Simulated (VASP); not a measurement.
Input of a VASP 6.6.1 run:

The input POSCAR:

```
ScAl3
1.0
    4.3306687627      0.0000000000      0.0000000000
    0.0000000000      4.3306687627      0.0000000000
    0.0000000000      0.0000000000      3.9384572521
Sc Al
1 3
Direct
    0.0000000000      0.0000000000      0.0000000000
    0.5000000000      0.0000000000      0.5000000000
    0.0000000000      0.5000000000      0.5000000000
    0.5000000000      0.5000000000      0.0000000000
```

Contents of INCAR.step1:

```
ALGO = Normal ; EDIFF = 1E-4
ENCUT = 520 ; GGA = PE
ISMEAR = 0 ; LASPH = True
LCHARG = False ; LREAL = False
LWAVE = True ; NBANDS = 18
NELM = 100 ; PREC = Accurate
SIGMA = 0.1
```

The input INCAR.step2:

```
ALGO = Normal ; EDIFF = 1E-6
ENCUT = 520 ; ISIF = 2
ISMEAR = 0 ; ISTART = 1
LASPH = True ; LCHARG = False
LMIXTAU = True ; LREAL = False
LWAVE = False ; METAGGA = R2SCAN
NBANDS = 18 ; NELM = 100
PREC = Accurate ; SIGMA = 0.1
```

File KPOINTS:

```
k-points
0
Gamma
  14 14 14
```

Potentials or basis: VASP PAW PBE potentials, release 64 (Sc_sv, Al).

Run with:

```sh
$ cat potpaw_PBE.64/Sc_sv/POTCAR potpaw_PBE.64/Al/POTCAR > POTCAR
$ cp INCAR.step1 INCAR
$ mpirun -np 1 vasp_std > vasp.out
$ cp INCAR.step2 INCAR
$ mpirun -np 1 vasp_std > vasp.out
```

Q: Estimate the band gap on the k mesh.

A: Zero (bands 10 and 11 overlap by 3.70 eV).

Q: What does it give for the pressure?

A: -5.9 GPa.

Stress tensor (GPa, compression positive):
```
-9.47  0.00  0.00
 0.00 -9.47  0.00
 0.00  0.00  1.25
```

Caveat: the cell differs from its parent crystal (biaxial strain in the a-b plane: +6.0 %); the stress differs along the axes, from -9 to 1 GPa; the PAW data sets were made with another functional, which shifts forces and pressure a little.
